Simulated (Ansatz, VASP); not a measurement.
# One calculation of Hf3Si2W, two programs

```
Hf Si W
1.0
    -2.70697    2.70697    2.31371
     2.70697   -2.70697    2.31371
     2.70697    2.70697   -2.31371
Hf Si W
3 2 1
Direct
  0.50000 0.00000 0.50000
  0.00000 0.50000 0.50000
  0.50000 0.50000 0.00000
  0.75000 0.25000 0.50000
  0.25000 0.75000 0.50000
  0.00000 0.00000 0.00000
```

Alike in both runs: task relaxation of cell and atoms; functional PBE; k mesh 6 × 6 × 6; occupations gaussian, width 0.1 eV; no spin polarisation.

|  | VASP | Ansatz |
| --- | --- | --- |
| version | VASP 6.6.1 | Ansatz 0.2.0 |
| potentials or method | VASP PAW PBE potentials, release 64 (Hf_pv, Si, W_sv), cutoff 600 eV | scalar-relativistic, plane waves, PAW |
| valence electrons in the cell | 52 | 100 |

Ansatz gave:

| Item | Value |
| --- | --- |
| gap on the k mesh at the Fermi level, each at its own relaxed structure (eV) | none |
| relaxed volume (Å³/atom) | 25.16 |
| relaxed length of the cell vector where the two differ most in proportion (Å) | 6.396 |

What did VASP give for the same quantities?

gap on the k mesh at the Fermi level, each at its own relaxed structure (eV): none; relaxed volume (Å³/atom): 23.95; relaxed length of the cell vector where the two differ most in proportion (Å): 6.211.

A gap of «none» marks a metal or a gap that the smearing closes. VASP's potentials hold 52 valence electrons a cell and Ansatz's 100, so a difference there can come from the potentials and not from the codes.

Spin-orbit coupling is off throughout. Noted on VASP's run: the volume moved by over 15 % at a fixed basis, so the end points are rough.
